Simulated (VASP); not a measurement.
BaF2:

```
Ba F
1.0
     0.00000    3.12250    3.12250
     3.12250    0.00000    3.12250
     3.12250    3.12250    0.00000
Ba F
1 2
Direct
  0.00000 0.00000 0.00000
  0.25000 0.25000 0.25000
  0.75000 0.75000 0.75000
```

* Program: VASP 6.6.1
* Task: relaxation of cell and atoms
* Functional: PBEsol
* Potentials or basis: VASP PAW PBE potentials, release 64 (Ba_sv, F)
* Cutoff: 600 eV
* k mesh: 6 × 6 × 6
* Occupations: fermi-dirac, width 0.02 eV
* Spin: no spin polarisation

At the start: pressure -1.9 GPa; volume 20.30 Å³/atom.

Problem. Where does the relaxation end?

Solution. Over 3 steps the energy falls by 4.1 meV/atom and the volume is 19.63 Å³/atom (-3.3 %); space group Fm-3m (No. 225, to 0.1 Å) before and after.

The path:
```csv
step,energy change (eV),largest force (eV/Å),pressure (GPa),volume (Å³)
1,0.0000,0.0000,-1.90,60.89
2,-0.0122,0.0000,0.09,58.80
3,-0.0122,0.0000,0.00,58.88
```

Final structure:
```
Ba F
1.0
     0.00000    3.08775    3.08775
     3.08775    0.00000    3.08775
     3.08775    3.08775    0.00000
Ba F
1 2
Direct
  0.00000 0.00000 0.00000
  0.25000 0.25000 0.25000
  0.75000 0.75000 0.75000
```

Caveat: the PAW data sets were made with another functional, which shifts forces and pressure a little.
